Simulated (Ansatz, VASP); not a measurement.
Pt in VASP and in Ansatz

```
CELL_PARAMETERS angstrom
0.00000 2.88745 2.88745
2.88745 0.00000 2.88745
2.88745 2.88745 0.00000
ATOMIC_POSITIONS crystal
Pt 0.12500 0.12500 0.12500
Pt 0.87500 0.87500 0.87500
```

Alike in both runs: functional PBE; k mesh 10 × 10 × 10; occupations fermi-dirac, width 0.05 eV; collinear spin.

Ansatz relaxed the structure, and its values are those at the end. VASP's run is a single point on that final structure, the one shown.

|  | VASP | Ansatz |
| --- | --- | --- |
| version | VASP 6.6.1 | Ansatz 0.2.0 |
| potentials or method | VASP PAW PBE potentials, release 64 (Pt), cutoff 520 eV | plane waves (420 eV) with PAW, scalar-relativistic |
| valence electrons in the cell | 20 | 36 |

```tsv
	VASP	Ansatz	Ansatz less VASP
pressure (GPa)	-0.4	0.0	+0.36
net moment per atom (μB)	0.14	0.00	-0.138
size of the moment on the site where the two differ most (μB)	0.14	0.00	-0.134
```

The net moments are unlike, so the other rows may belong to different states. Site moments also hang on the region over which each program counts them. VASP's potentials hold 20 valence electrons a cell and Ansatz's 36, so a difference there can come from the potentials and not from the codes. Ansatz's warnings: seeded moment not kept.

Neither program's run includes spin-orbit coupling.
